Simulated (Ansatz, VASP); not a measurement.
## ZnS: VASP beside Ansatz

File INCAR:

```
  PREC = Accurate
  ENCUT = 520
  EDIFF = 1E-6
  ISMEAR = 0
  SIGMA = 0.01
  LREAL = F
  LASPH = T
  NELM = 60
  ALGO = Normal
  ISIF = 2
  LWAVE = F
  LCHARG = F
  GGA = PS
  NBANDS = 26
```

The input KPOINTS:

```
regular mesh
0
Gamma
  6 6 4
```

The input POSCAR:

```
ZnS
1.0
    3.8054508206      0.0000000000      0.0000000000
   -1.9027254103      3.2956170835      0.0000000000
    0.0000000000      0.0000000000      6.2439930788
Zn S
2 2
Direct
    0.3333333333      0.6666666667      0.0003381272
    0.6666666667      0.3333333333      0.5003381272
    0.3333333333      0.6666666667      0.3746618728
    0.6666666667      0.3333333333      0.8746618728
```

Input for Ansatz:

```yaml
crystal:
  lattice:
    - [3.8054508206, 0.0, 0.0]
    - [-1.9027254103, 3.2956170835, 0.0]
    - [0.0, 0.0, 6.2439930788]
  atoms:
    - { symbol: Zn, position: [0.3333333333, 0.6666666667, 0.0003381272] }
    - { symbol: Zn, position: [0.6666666667, 0.3333333333, 0.5003381272] }
    - { symbol: S, position: [0.3333333333, 0.6666666667, 0.3746618728] }
    - { symbol: S, position: [0.6666666667, 0.3333333333, 0.8746618728] }
kpoints:
  mp_grid: { grid: [6, 6, 4] }
hamiltonian:
  xc: pbesol
scf:
  occupations: { method: fixed }
output:
  optics:
    e_range: [2, 15]
    de: 0.2
    sigma: 0.03
    scissors: 2.5
    scheme: gaussian
    bands: { spectra_wanted_up_to: 15 }
```

Alike in both runs: task single point; functional PBEsol; k mesh 6 × 6 × 4; no spin polarisation.

|  | VASP | Ansatz |
| --- | --- | --- |
| version | VASP 6.6.1 | Ansatz 0.2.0 |
| potentials or method | VASP PAW PBE potentials, release 64 (Zn, S) | plane waves, PAW |
| plane-wave cutoff (eV) | 520 | 420 |
| occupations | gaussian, width 0.01 eV | fixed |
| valence electrons in the cell | 36 | 36 |

|  | VASP | Ansatz | Ansatz less VASP |
| --- | --- | --- | --- |
| gap on the k mesh at the Fermi level (eV) | 2.08 | 2.08 | -0.005 |

VASP's potentials were made for PBE, not for PBEsol.
